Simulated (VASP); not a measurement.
A run of VASP 6.6.1 is set up as follows.

File INCAR:

```
PREC     = Accurate       # precision mode
ENCUT    = 520            # plane-wave cutoff, eV
EDIFF    = 1E-6           # SCF threshold, eV
ISMEAR   = 0              # smearing method
SIGMA    = 0.15           # smearing width, eV
LREAL    = F              # projectors in reciprocal space
LASPH    = T              # aspherical terms in the spheres
NELM     = 100            # most SCF steps
ALGO     = Fast           # electronic algorithm
ISIF     = 2              # what is computed and relaxed
LWAVE    = F              # write WAVECAR
LCHARG   = F              # write CHGCAR
GGA      = PE             # functional
NBANDS   = 11             # bands
```

KPOINTS

```
regular mesh
0
Gamma
  14 14 14
```

Contents of POSCAR:

```
Sr
1.0
    0.0076058750      3.0423500000      3.0423500000
    3.0423500000      0.0076058750      3.0423500000
    3.0499558750      3.0499558750      0.0000000000
Sr
1
Direct
    0.0000000000      0.0000000000      0.0000000000
```

Potentials or basis: VASP PAW PBE potentials, release 64 (Sr_sv).

Launch:

```sh
$ cat potpaw_PBE.64/Sr_sv/POTCAR > POTCAR
$ mpirun -np 1 vasp_std > vasp.out
```

Q: Estimate the pressure.

A: -0.3 GPa.

Q: Estimate the band gap on the k mesh.

A: Zero (bands 5 and 6 overlap by 0.07 eV).

Stress tensor (GPa, compression positive):
```
-0.28 -0.05  0.00
-0.05 -0.28  0.00
 0.00  0.00 -0.28
```

Caveat: the cell differs from its parent crystal (strain +0.0050 x Voigt [0, 0, 0, 0, 0, 1]).
